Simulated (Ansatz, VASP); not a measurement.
# Sb in VASP and in Ansatz

The input INCAR:

```
  PREC = Accurate
  ENCUT = 520
  EDIFF = 1E-7
  ISMEAR = 0
  SIGMA = 0.15
  LREAL = F
  LASPH = T
  NELM = 100
  ALGO = Normal
  ISIF = 2
  LWAVE = F
  LCHARG = T
  GGA = CA
  LELF = T
  LVHAR = T
  NBANDS = 8
```

File KPOINTS:

```
regular mesh
0
Gamma
  18 18 18
```

Contents of POSCAR:

```
Sb
1.0
    0.0000000000      2.2526803955      2.3712425216
    2.2526803955      0.0000000000      2.3712425216
    2.2526803955      2.2526803955      0.0000000000
Sb
1
Direct
    0.0000000000      0.0000000000      0.0000000000
```

Input for Ansatz:

```yaml
crystal:
  lattice:
    - [0.0, 2.2526803955, 2.3712425216]
    - [2.2526803955, 0.0, 2.3712425216]
    - [2.2526803955, 2.2526803955, 0.0]
  atoms:
    - { symbol: Sb, position: [0.0, 0.0, 0.0] }
basis:
  ecutwfc: 420
kpoints:
  mp_grid: { grid: [18, 18, 18] }
hamiltonian:
  xc: lda
scf:
  occupations: { method: gaussian, width: 0.15 }
output:
  forces: true
  stress: true
  eigenvalues: true
```

Change from the starting cell: strain -0.050 along x and y, +0.000 along z, atoms carried along.

Alike in both runs: task single point; functional LDA; k mesh 18 × 18 × 18; occupations gaussian, width 0.15 eV; no spin polarisation.

```csv
,VASP,Ansatz
version,VASP 6.6.1,Ansatz 0.2.0
potentials or method,"VASP PAW LDA potentials, release 64 (Sb), cutoff 520 eV","scalar-relativistic, plane waves, PAW"
valence electrons in the cell,5,15
```

|  | VASP | Ansatz | Ansatz less VASP |
| --- | --- | --- | --- |
| gap on the k mesh at the Fermi level (eV) | none | none | - |
| pressure (GPa) | 5.7 | 5.5 | -0.24 |
| traceless stress, the component that is largest in VASP (GPa) | 0.50 | 0.52 | +0.025 |

LDA's correlation is that of Perdew and Zunger in VASP and of Perdew and Wang (1992) in Ansatz. A gap of «none» marks a metal or a gap that the smearing closes. VASP's potentials hold 5 valence electrons a cell and Ansatz's 15, so a difference there can come from the potentials and not from the codes.

Spin-orbit coupling is off throughout.
